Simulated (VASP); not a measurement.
FeO:

```
Fe O
1.0
     0.00000    2.16967    2.16967
     2.16967    0.00000    2.16967
     2.16967    2.16967    0.00000
Fe O
1 1
Direct
  0.00000 0.00000 0.00000
  0.50000 0.50000 0.50000
```

Base run:

* Program: VASP 6.6.1
* Functional: PBE
* Potentials or basis: VASP PAW PBE potentials, release 64 (Fe, O)
* Cutoff: 520 eV
* k mesh: 11 × 11 × 11
* Occupations: fermi-dirac, width 0.05 eV
* Spin: collinear spin, ferromagnetic start
* Starting moments: [3.0, 0.0] μB

Its results: band gap on the k mesh zero (filled and empty bands overlap); pressure -3.7 GPa; net moment 4.00 μB per cell; site moments Fe +3.62; O +0.30 μB.

Question: The run is repeated on the same cell with these changes: potentials or basis from VASP PAW PBE potentials, release 64 (Fe, O) to VASP PAW PBE potentials, release 64 (Fe_sv, O); cutoff from 520 eV to 600 eV; further incar settings from ALGO = Normal; EDIFF = 1e-06; NBANDS = 18 to ALGO = Normal; EDIFF = 1e-06; NBANDS = 22; valence electrons from 14 to 22. What comes out?

Answer: Band gap on the k mesh zero (filled and empty bands overlap); pressure -6.0 GPa; net moment 4.00 μB per cell; site moments Fe +3.48; O +0.29 μB.

Caveats: a cell with one magnetic atom can't hold antiferromagnetic order, which such compounds often take; semilocal functionals often make such compounds metallic where correlation or magnetic order opens a gap, which also shifts bond lengths.
